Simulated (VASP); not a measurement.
**PtSe2: electric field gradients with r2SCAN+D3(BJ)**

The system is PtSe2.

```
Pt Se
1.0
     3.72940    0.00000    0.00000
    -1.86470    3.22975    0.00000
     0.00000    0.00000    5.23817
Pt Se
1 2
Direct
  0.00000 0.00000 0.00000
  0.33333 0.66667 0.24737
  0.66667 0.33333 0.75263
```

```json
{
  "Program": "VASP 6.6.1",
  "Task": "electric field gradients",
  "Functional": "r2SCAN",
  "Dispersion": "D3(BJ)",
  "Potentials or basis": "VASP PAW PBE potentials, release 64 (Pt, Se)",
  "Cutoff": "520 eV",
  "k mesh": "10 × 10 × 8",
  "Occupations": "gaussian, width 0.05 eV",
  "Spin": "no spin polarisation",
  "Dipole correction": "no",
  "Further INCAR settings": "ALGO = Normal; EDIFF = 1e-08; NBANDS = 18"
}
```

```json
{
 "Pressure": "0.1 GPa",
 "Largest force": "0.014 eV/Å",
 "Band gap on the k mesh": "zero (bands 11 and 12 overlap by 0.16 eV)",
 "Largest electric field gradient by atom": "Pt +125.1; Se -72.5 V/Å²",
 "Dispersion energy per atom": "-0.215 eV"
}
```

Forces in eV/Å, atoms in the order of the input:
```
Pt   0.000  0.000  0.000
Se   0.000  0.000  0.014
Se   0.000  0.000 -0.014
```

Levels at points of the mesh, in eV from the Fermi level:
```
           k point  band 7  band 8  band 9  band 10  band 11  band 12  band 13  band 14  band 15  band 16
(0.00, 0.00, 0.00)   -4.19   -2.79   -1.16    -1.16     0.17     1.55     1.55     4.21     4.57     7.75
(0.50, 0.00, 0.00)   -3.73   -3.68   -3.57    -3.51    -3.11     0.76     2.24     4.91     6.18     7.42
(0.00, 0.00, 0.50)   -4.21   -2.99   -1.87    -1.52    -1.52     2.24     2.24     5.19     6.56     7.28
(0.50, 0.00, 0.50)   -3.70   -3.68   -3.38    -2.92    -1.60     1.09     1.59     4.57     5.17     7.41
```

Electric field gradients, principal values (V/Å²):
```tsv
atom	least	middle	greatest (by size)
1 Pt	-62.556	-62.557	125.113
2 Se	36.230	36.231	-72.461
3 Se	36.230	36.231	-72.461
```

It took 3.8 min on 1 thread of Intel(R) Xeon(R) 6975P-C (Granite Rapids), with other jobs on the host, peak memory 0.27 GiB.

Caveat: without QUAD_EFG the Cq values of the log hold for a quadrupole moment of 1 mb, not for the nuclei; the PAW data sets were made with another functional, which shifts forces and pressure a little; spin-orbit coupling is left out, which moves the levels of the heavy elements.
